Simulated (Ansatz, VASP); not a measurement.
One calculation of Ti, two programs

```
Ti
1.0
     2.95000    0.00000    0.00000
    -1.47500    2.55477    0.00000
     0.00000    0.00000    4.68600
Ti
2
Direct
  0.33333 0.66667 0.25000
  0.66667 0.33333 0.75000
```

Alike in both runs: task electric field gradients; functional PBEsol; k mesh 13 × 13 × 7; occupations fermi-dirac, width 0.08 eV; no spin polarisation.

|  | VASP | Ansatz |
| --- | --- | --- |
| version | VASP 6.6.1 | Ansatz 0.2.0 |
| potentials or method | VASP PAW PBE potentials, release 64 (Ti_sv) | PAW with Ansatz's default frozen-core files, scalar-relativistic |
| plane-wave cutoff (eV) | 520 | 420 |
| valence electrons in the cell | 24 | 24 |

|  | VASP | Ansatz | Ansatz less VASP |
| --- | --- | --- | --- |
| pressure (GPa) | -6.0 | -5.8 | +0.21 |
| traceless stress, the component that is largest in VASP (GPa) | -0.32 | -0.32 | -0.001 |
| size of Vzz on the site where it differs most (V/Å²) | 16.6 | 18.3 | +1.75 |

VASP's potentials were made for PBE, not for PBEsol.
